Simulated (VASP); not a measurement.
Input of a VASP 6.6.1 run:

The input INCAR:

```
PREC = Accurate
ENCUT = 600
EDIFF = 1E-6
ISMEAR = 0
SIGMA = 0.1
LREAL = F
LASPH = T
NELM = 60
ALGO = Normal
ISIF = 3
LWAVE = F
LCHARG = F
IBRION = 2
NSW = 60
EDIFFG = -0.02
PSTRESS = 300.0
```

KPOINTS

```
Automatic mesh
0
Gamma
  7 7 4
```

File POSCAR:

```
Ta
1.0
    2.9003720000      0.0000000000      0.0000000000
   -1.4501860000      2.5117960000      0.0000000000
    0.0000000000      0.0000000000      5.1662740000
Ta
2
Direct
    0.6666666667      0.3333333333      0.7500000000
    0.3333333333      0.6666666667      0.2500000000
```

Potentials or basis: VASP PAW LDA potentials, release 64 (Ta_pv).

Command:

```sh
$ cat potpaw_LDA.64/Ta_pv/POTCAR > POTCAR
$ mpirun -np 1 vasp_std > vasp.out
```

Problem. Predict the space group after relaxing (to 0.1 Å).

Solution. P6_3/mmc (No. 194).

Problem. Predict the relaxed cell.

Solution. a = 2.740 Å, b = 2.740 Å, c = 4.865 Å, α = 90.00°, β = 90.00°, γ = 120.00°.

Problem. Predict the band gap on the k mesh.

Solution. Zero (bands 11 and 12 overlap by 2.90 eV).

Final structure:
```
Ta
1.0
     2.74045    0.00000    0.00000
    -1.37022    2.37330    0.00000
     0.00000    0.00000    4.86507
Ta
2
Direct
  0.66667 0.33333 0.75000
  0.33333 0.66667 0.25000
```

Caveat: the cell is relaxed towards a set pressure, so the run minimises the enthalpy, not the energy; spin-orbit coupling is left out, which moves the levels of the heavy elements.
